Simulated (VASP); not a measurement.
# BW16 (a cell with a defect) in VASP: single point with PBEsol

Aim: the single point of BW16 (a cell with a defect) with PBEsol.

Program: VASP 6.6.1. These are calculated values, not measurements. Logs are shortened: lines on timing, memory, paths and dates and some standing lists are left out, and cuts for length are marked.

## (1) The cell of the first run

The cell holds a defect, 17 atoms: a = 6.320 Å, b = 6.320 Å, c = 6.320 Å, α = 90.00°, β = 90.00°, γ = 90.00°.

## (2) Single point, PBEsol

Contents of INCAR:

```
ALGO     = Normal         # electronic algorithm
EDIFF    = 1E-7           # SCF threshold, eV
ENCUT    = 520            # plane-wave cutoff, eV
GGA      = PS             # functional
ISIF     = 2              # what is computed and relaxed
ISMEAR   = 0              # smearing method
LASPH    = True           # aspherical terms in the spheres
LCHARG   = True           # write CHGCAR
LELF     = True           # ELF
LREAL    = Auto         
LVHAR    = True         
LWAVE    = False          # write WAVECAR
NBANDS   = 128            # bands
NELM     = 60             # most SCF steps
PREC     = Accurate       # precision mode
SIGMA    = 0.1            # smearing width, eV
```

Contents of KPOINTS:

```
k-points
0
Gamma
  3 3 3
```

Contents of POSCAR:

```
BW16
1.0
    6.3200000000      0.0000000000      0.0000000000
    0.0000000000      6.3200000000      0.0000000000
    0.0000000000      0.0000000000      6.3200000000
W B
16 1
Direct
    0.0001391977      0.0025451879     -0.0048011819
    0.5001464722     -0.0098044129     -0.0171154895
    0.0001381242      0.4980870244     -0.0048076329
    0.0001461905      0.0025529077      0.4907477545
    0.3034896283      0.2502910922      0.2430251990
    0.5001466217      0.5104075730     -0.0171232209
    0.5001434749     -0.0098848728      0.5031356697
    0.6968040836      0.2502923706      0.2429508063
    0.0001458411      0.4980474791      0.4907231707
    0.2518037202      0.7502858973      0.2429616416
    0.2518290860      0.2502873078      0.7429329813
    0.5001431041      0.5104516622      0.5031037649
    0.7484879263      0.7502868710      0.2429756131
    0.7484593615      0.2502875693      0.7428871638
    0.2466355870      0.7502828658      0.7430164421
    0.7536636922      0.7502832888      0.7430341401
    0.0001468884      0.2502783887      0.2429155781
```

Potentials or basis: VASP PAW PBE potentials, release 64 (W_sv, B).

Command:

```sh
> cat potpaw_PBE.64/W_sv/POTCAR potpaw_PBE.64/B/POTCAR > POTCAR
> mpirun -np 1 vasp_std > vasp.out
```

OUTCAR:

```text
EDIFF = 1E-7
   ENCUT = 520
   GGA = PS
   ISIF = 2
   ISMEAR = 0
   LASPH = True
   LREAL = Auto
   NELM = 60
   PREC = Accurate

 ion  position               nearest neighbor table
   1  0.000  0.003  0.995-  17 2.21  16 2.74  15 2.74  13 2.74  10 2.74  11 2.74  14 2.74   8 2.93
                             5 2.93   3 3.13   4 3.13   2 3.16   2 3.16   4 3.19   3 3.19
   2  0.500  0.990  0.983-   8 2.64   5 2.64  16 2.68  15 2.68  10 2.73  13 2.73  11 2.73  14 2.73
                             7 3.03   6 3.03   1 3.16   1 3.16   6 3.29   7 3.29
   3  0.000  0.498  0.995-  17 2.21  16 2.74  15 2.74  13 2.74  10 2.74  11 2.74  14 2.74   8 2.93
                             5 2.93   9 3.13   1 3.13   6 3.16   6 3.16   1 3.19   9 3.19
   4  0.000  0.003  0.491-  17 2.21  15 2.74  16 2.74  14 2.74  11 2.74  13 2.74  10 2.74   5 2.93
                             8 2.93   9 3.13   1 3.13   7 3.16   7 3.16   1 3.19   9 3.19
   5  0.303  0.250  0.243-  17 1.92   8 2.49   2 2.64  12 2.64   6 2.64   7 2.64   9 2.93   4 2.93
                             1 2.93   3 2.93  11 3.18  10 3.18  10 3.18  11 3.18
   6  0.500  0.510  0.983-   8 2.64   5 2.64  16 2.68  15 2.68  10 2.73  13 2.73  11 2.73  14 2.73
                            12 3.03   2 3.03   3 3.16   3 3.16   2 3.29  12 3.29
   7  0.500  0.990  0.503-   5 2.64   8 2.64  15 2.68  16 2.68  14 2.73  11 2.73  13 2.73  10 2.73
                            12 3.03   2 3.03   4 3.16   4 3.16   2 3.29  12 3.29
   8  0.697  0.250  0.243-  17 1.92   5 2.49   2 2.64   6 2.64  12 2.64   7 2.64   1 2.93   9 2.93
                             4 2.93   3 2.93  14 3.18  13 3.18  13 3.18  14 3.18
   9  0.000  0.498  0.491-  17 2.21  15 2.74  16 2.74  14 2.74  13 2.74  11 2.74  10 2.74   5 2.93
                             8 2.93   4 3.13   3 3.13  12 3.16  12 3.16   3 3.19   4 3.19
  10  0.252  0.750  0.243-   6 2.73  12 2.73   2 2.73   7 2.73   3 2.74   9 2.74   1 2.74   4 2.74
                            13 3.14  15 3.16  15 3.16   5 3.18   5 3.18  13 3.18
  11  0.252  0.250  0.743-   7 2.73  12 2.73   2 2.73   6 2.73   4 2.74   9 2.74   1 2.74   3 2.74
                            14 3.14  15 3.16  15 3.16   5 3.18   5 3.18  14 3.18
  12  0.500  0.510  0.503-   5 2.64   8 2.64  15 2.68  16 2.68  14 2.73  13 2.73  11 2.73  10 2.73
                             7 3.03   6 3.03   9 3.16   9 3.16   6 3.29   7 3.29
  13  0.748  0.750  0.243-  12 2.73   6 2.73   7 2.73   2 2.73   3 2.74   9 2.74   1 2.74   4 2.74
                            10 3.14  16 3.16  16 3.16   8 3.18   8 3.18  10 3.18
  14  0.748  0.250  0.743-   7 2.73  12 2.73   2 2.73   6 2.73   4 2.74   9 2.74   1 2.74   3 2.74
                            11 3.14  16 3.16  16 3.16   8 3.18   8 3.18  11 3.18
  15  0.247  0.750  0.743-   7 2.68   6 2.68  12 2.68   2 2.68   3 2.74   1 2.74   9 2.74   4 2.74
                            16 3.12  10 3.16  11 3.16  11 3.16  10 3.16  16 3.20
  16  0.754  0.750  0.743-   6 2.68   7 2.68   2 2.68  12 2.68   3 2.74   1 2.74   9 2.74   4 2.74
                            15 3.12  13 3.16  14 3.16  14 3.16  13 3.16  15 3.20
  17  0.000  0.250  0.243-   5 1.92   8 1.92   1 2.21   3 2.21   4 2.21   9 2.21

  LATTYP: Found a simple cubic cell.
 ALAT       =     6.3200000000

  Lattice vectors:

 A1 = (   6.3200000000,   0.0000000000,   0.0000000000)
 A2 = (   0.0000000000,   6.3200000000,   0.0000000000)
 A3 = (   0.0000000000,   0.0000000000,   6.3200000000)

Analysis of symmetry for initial positions (statically):
=====================================================================
 Subroutine PRICEL returns:
 Original cell was already a primitive cell.

 Routine SETGRP: Setting up the symmetry group for a
 simple cubic supercell.

 Subroutine GETGRP returns: Found  1 space group operations
 (whereof  1 operations were pure point group operations)
 out of a pool of 48 trial point group operations.

The static configuration has the point symmetry C_1 .

Analysis of symmetry for dynamics (positions and initial velocities):
=====================================================================
 Subroutine PRICEL returns:
 Original cell was already a primitive cell.

 Routine SETGRP: Setting up the symmetry group for a
 simple cubic supercell.

 Subroutine GETGRP returns: Found  1 space group operations
 (whereof  1 operations were pure point group operations)
 out of a pool of 48 trial point group operations.

The dynamic configuration has the point symmetry C_1 .

 Subroutine INISYM returns: Found  1 space group operations
 (whereof  1 operations are pure point group operations),
 and found     1 'primitive' translations

----------------------------------------------------------------------------------------

                                     Primitive cell

  volume of cell :     252.4360

  direct lattice vectors                    reciprocal lattice vectors
     6.320000000  0.000000000  0.000000000     0.158227848  0.000000000  0.000000000
     0.000000000  6.320000000  0.000000000     0.000000000  0.158227848  0.000000000
     0.000000000  0.000000000  6.320000000     0.000000000  0.000000000  0.158227848

  length of vectors
     6.320000000  6.320000000  6.320000000     0.158227848  0.158227848  0.158227848

  position of ions in fractional coordinates (direct lattice)
     0.000139198  0.002545188  0.995198818
     0.500146472  0.990195587  0.982884510
     0.000138124  0.498087024  0.995192367
     0.000146190  0.002552908  0.490747754
     0.303489628  0.250291092  0.243025199
     0.500146622  0.510407573  0.982876779
[... 9 lines left out ...]
     0.753663692  0.750283289  0.743034140
     0.000146888  0.250278389  0.242915578

  ion indices of the primitive-cell ions
   primitive index   ion index
                 1           1
                 2           2
                 3           3
                 4           4
                 5           5
                 6           6
[... 9 lines left out ...]
                16          16
                17          17

----------------------------------------------------------------------------------------

 KPOINTS: k-points

Automatic generation of k-mesh.
 Grid dimensions read from file:
 generate k-points for:    3    3    3

 Generating k-lattice:

  Cartesian coordinates                     Fractional coordinates (reciprocal lattice)
     0.052742616  0.000000000  0.000000000     0.333333333  0.000000000  0.000000000
     0.000000000  0.052742616  0.000000000     0.000000000  0.333333333  0.000000000
     0.000000000  0.000000000  0.052742616     0.000000000  0.000000000  0.333333333

  Length of vectors
     0.052742616  0.052742616  0.052742616

  Shift w.r.t. Gamma in fractional coordinates (k-lattice)
     0.000000000  0.000000000  0.000000000

 Subroutine IBZKPT returns following result:
 ===========================================

 Found     14 irreducible k-points:

 Following reciprocal coordinates:
            Coordinates               Weight
  0.000000  0.000000  0.000000      1.000000
  0.333333  0.000000  0.000000      2.000000
  0.000000  0.333333  0.000000      2.000000
  0.000000  0.000000  0.333333      2.000000
  0.333333  0.333333  0.000000      2.000000
  0.000000  0.333333  0.333333      2.000000
  0.333333  0.000000  0.333333      2.000000
 -0.333333  0.333333  0.000000      2.000000
 -0.333333  0.000000  0.333333      2.000000
  0.000000 -0.333333  0.333333      2.000000
  0.333333  0.333333  0.333333      2.000000
 -0.333333  0.333333  0.333333      2.000000
 -0.333333 -0.333333  0.333333      2.000000
  0.333333 -0.333333  0.333333      2.000000
   k-points           NKPTS =     14   k-points in BZ     NKDIM =     14   number of bands    NBANDS=    128
   number of dos      NEDOS =    301   number of ions     NIONS =     17
   total plane-waves  NPLWV = 110592
   dimension x,y,z NGX =    48 NGY =   48 NGZ =   48
   dimension x,y,z NGXF=    96 NGYF=   96 NGZF=   96
   ions per type =              16   1
   NGX,Y,Z   is equivalent  to a cutoff of  12.63, 12.63, 12.63 a.u.
   NGXF,Y,Z  is equivalent  to a cutoff of  25.25, 25.25, 25.25 a.u.
 SYSTEM =  unknown system
   PREC   = accura    normal or accurate (medium, high low for compatibility)
   ISTART =      0    job   : 0-new  1-cont  2-samecut
   ICHARG =      2    charge: 1-file 2-atom 10-const
   ISPIN  =      1    spin polarized calculation?
   LNONCOLLINEAR =      F non collinear calculations
   LSORBIT =      F    spin-orbit coupling
   LASPH  =      T    aspherical Exc in radial PAW
   ENCUT  =  520.0 eV  38.22 Ry    6.18 a.u.  11.75 11.75 11.75*2*pi/ulx,y,z
   NELM   =     60;   NELMIN=  2; NELMDL= -5     # of ELM steps
   EDIFF  = 0.1E-06   stopping-criterion for ELM
   LREAL  =      T    real-space projection
   EDIFFG = 0.1E-05   stopping-criterion for IOM
   NSW    =      0    number of steps for IOM
   IBRION =     -1    ionic relax: 0-MD 1-quasi-New 2-CG
   NFREE  =      0    steps in history (QN), initial steepest desc. (CG)
   ISIF   =      2    stress and relaxation
   ISYM   =      2    0-nonsym 1-usesym 2-fastsym
   POTIM  = 0.5000    time-step for ionic-motion
   TEBEG  =    0.0;   TEEND  =   0.0 temperature during run
   PSTRESS=    0.0 pullay stress
   NELECT =     227.0000    total number of electrons
   NUPDOWN=      -1.0000    fix difference up-down
   EMIN   =  10.00;   EMAX   =-10.00  energy-range for DOS
   EFERMI =   0.00;   METHOD = LEGACY
   ISMEAR =     0;   SIGMA  =   0.10  broadening in eV -4-tet -1-fermi 0-gaus
   EFERMI_NEDOS =   21; number of points for ismear=-14 and -15
   IALGO  =     38    algorithm
   IMIX   =      4    mixing-type and parameters
     AMIX     =   0.40;   BMIX     =  1.00
     AMIX_MAG =   1.60;   BMIX_MAG =  1.00
  volume/ion in A,a.u.               =      14.85       100.21
  Fermi-wavevector in a.u.,A,eV,Ry     =   1.580155  2.986060 33.972251  2.496890
  Thomas-Fermi vector in A             =   2.680426
   LORBIT       =      0    0 simple, 1 ext, 2 COOP (PROOUT), +10 PAW based schemes
   GGA     = PS    functional components
   LHFCALC =     F    Hartree Fock is set to
   AEXX    =    0.0000 exact exchange contribution
   IVDW    =     0    specifies the selected vdW correction
   LEPSILON=     F    determine dielectric tensor
   LRPA    =     F    only Hartree local field effects (RPA)
 non-spin polarized calculation
 Gauss-broadening in eV      SIGMA  =   0.10
  energy-cutoff  :      520.00
  volume of cell :      252.44
 maximum number of plane-waves:      6859
   NGX = 23   NGY = 23   NGZ = 23

 number of electron     226.9999994 magnetization

 Free energy of the ion-electron system (eV)
  ---------------------------------------------------
  ext. energy  EPLUGINS =         0.00000000
  ---------------------------------------------------
  free energy    TOTEN  =      -225.42793264 eV

  energy without entropy =     -225.37434799  energy(sigma->0) =     -225.40114032

 E-fermi :  11.5368     XC(G=0): -13.8809

 val. band max:       11.5334668231   @ k =   0.0000   0.0000   0.3333
 cond. band min:      11.5848183198   @ k =  -0.3333   0.3333   0.0000
 fundamental gap:      0.0513514967
 Fermi energy:        11.5368359547

 k-point     1 :       0.0000    0.0000    0.0000
  band No.  band energies     occupation
      1     -62.5335      2.00000
      2     -62.4631      2.00000
      3     -62.4631      2.00000
      4     -62.4536      2.00000
      5     -62.4198      2.00000
      6     -62.4113      2.00000
[... 1781 lines left out ...]
    124      13.4273      0.00000
    125      13.6350      0.00000
 [bands above 125 left out]

------------------------ aborting loop because EDIFF is reached ----------------------------------------

  FORCE on cell =-STRESS in cart. coord.  units (eV):
  Direction    XX          YY          ZZ          XY          YZ          ZX
  --------------------------------------------------------------------------------------
  -------------------------------------------------------------------------------------
  Total       32.1606437     10.6550482     10.6453665     -0.0004132      0.0021698      0.0032222
  in kB      204.1193048     67.6261660     67.5647176     -0.0026226      0.0137715      0.0204508
  external PRESSURE =     113.1033961 kB  Pullay stress =       0.0000000 kB

 VOLUME and BASIS-vectors are now :
 -----------------------------------------------------------------------------
  energy-cutoff  :      520.00
  volume of cell :      252.44
      direct lattice vectors                 reciprocal lattice vectors
     6.320000000  0.000000000  0.000000000     0.158227848  0.000000000  0.000000000
     0.000000000  6.320000000  0.000000000     0.000000000  0.158227848  0.000000000
     0.000000000  0.000000000  6.320000000     0.000000000  0.000000000  0.158227848

 POSITION                                       TOTAL-FORCE (eV/Angst)
 -----------------------------------------------------------------------------------
      0.00088      0.01609      6.28966         0.001255     -0.008926     -0.009024
      3.16093      6.25804      6.21183        -0.001337     -0.014111     -0.013465
      0.00087      3.14791      6.28962         0.001458      0.003889     -0.008069
      0.00092      0.01613      3.10153        -0.000146     -0.008879      0.008116
      1.91805      1.58184      1.53592        -0.060146      0.000164     -0.003998
      3.16093      3.22578      6.21178        -0.001530      0.011247     -0.011436
[... 9 lines left out ...]
      4.76315      4.74179      4.69598         0.032458      0.000637     -0.006424
      0.00093      1.58176      1.53523        -0.000509      0.001568     -0.001499
 -----------------------------------------------------------------------------------
    total drift:                               -0.000401     -0.001463      0.027450

  FREE ENERGIE OF THE ION-ELECTRON SYSTEM (eV)
  ---------------------------------------------------
  free  energy   TOTEN  =      -225.4279326434 eV

  energy  without entropy=     -225.3743479893  energy(sigma->0) =     -225.40114032
```

It took 15 min on 1 thread of Intel Xeon Platinum 8259CL at 2.50GHz (Skylake/Cascade Lake), shared host; peak memory 0.49 GiB.

Results:

```yaml
Free_energy: -225.4279 eV
Pressure: 11.3 GPa
Largest_force: 0.060 eV/Å
Band_gap_on_the_k_mesh: zero (an odd number of electrons rules out a gap without spin polarisation)
```

Forces in eV/Å, atoms in the order of the input:
```
W    0.001 -0.009 -0.009
W   -0.001 -0.014 -0.013
W    0.001  0.004 -0.008
W    0.000 -0.009  0.008
W   -0.060  0.000 -0.004
W   -0.002  0.011 -0.011
W    0.001 -0.003  0.008
W    0.060  0.000  0.003
W   -0.001  0.007  0.010
W   -0.006  0.001  0.002
W   -0.008  0.000  0.004
W    0.002  0.007  0.013
W    0.006  0.001  0.001
W    0.009  0.000  0.008
W   -0.034  0.001 -0.004
W    0.032  0.001 -0.006
B   -0.001  0.002 -0.001
```

Caveat: the PAW data sets were made with another functional, which shifts forces and pressure a little; spin-orbit coupling is left out, which moves the levels of the heavy elements.
